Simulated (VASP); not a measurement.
Write the native input for VASP 6.6.1 that does the following.

```yaml
Task: single point
Functional: r2SCAN
Potentials_or_basis: VASP PAW PBE potentials, release 64 (Zn, S)
Cutoff: 520 eV
k_mesh: 6 × 6 × 4
Occupations: gaussian, width 0.02 eV
Spin: no spin polarisation
Dipole_correction: no
Further_INCAR_settings: ALGO = Normal; EDIFF = 1e-06; NBANDS = 26
```

The system is ZnS.

```
Zn S
1.0
     3.80652    0.00000    0.00000
    -1.90326    3.29654    0.00000
     0.00000    0.00000    6.24480
Zn S
2 2
Direct
  0.33333 0.66667 0.00034
  0.66667 0.33333 0.50034
  0.33333 0.66667 0.37466
  0.66667 0.33333 0.87466
```

These files were run (other wordings do the same):

POSCAR

```
ZnS
1.0
    3.8065186056      0.0000000000      0.0000000000
   -1.9032593028      3.2965418124      0.0000000000
    0.0000000000      0.0000000000      6.2448028381
Zn S
2 2
Direct
    0.3333333333      0.6666666667      0.0003440772
    0.6666666667      0.3333333333      0.5003440772
    0.3333333333      0.6666666667      0.3746559228
    0.6666666667      0.3333333333      0.8746559228
```

INCAR.step1

```
SYSTEM = ZnS
ALGO = Normal ; EDIFF = 1E-4
ENCUT = 520 ; GGA = PE
ISMEAR = 0 ; LASPH = .True.
LCHARG = .False. ; LREAL = .False.
LWAVE = .True. ; NBANDS = 26
NELM = 80 ; PREC = Accurate
SIGMA = 0.02
```

INCAR.step2

```
SYSTEM = ZnS
ALGO = Normal ; EDIFF = 1E-6
ENCUT = 520 ; ISIF = 2
ISMEAR = 0 ; ISTART = 1
LASPH = .True. ; LCHARG = .True.
LELF = .True. ; LMIXTAU = .True.
LREAL = .False. ; LVHAR = .True.
LWAVE = .False. ; METAGGA = R2SCAN
NBANDS = 26 ; NELM = 80
PREC = Accurate ; SIGMA = 0.02
```

KPOINTS

```
k-points
0
Gamma
  6 6 4
  0 0 0
```

Potentials or basis: VASP PAW PBE potentials, release 64 (Zn, S).

Command:

```sh
$ cat potpaw_PBE.64/Zn/POTCAR potpaw_PBE.64/S/POTCAR > POTCAR
$ cp INCAR.step1 INCAR
$ mpirun -np 1 vasp_std > vasp.out
$ cp INCAR.step2 INCAR
$ mpirun -np 1 vasp_std > vasp.out
```

Results of the run:

The pressure is 0.1 GPa and the band gap on the k mesh is 2.79 eV.

Caveat: the PAW data sets were made with another functional, which shifts forces and pressure a little.

It took 3.2 min on 1 thread of Intel Xeon 8259CL (shared host), peak memory 0.21 GiB.
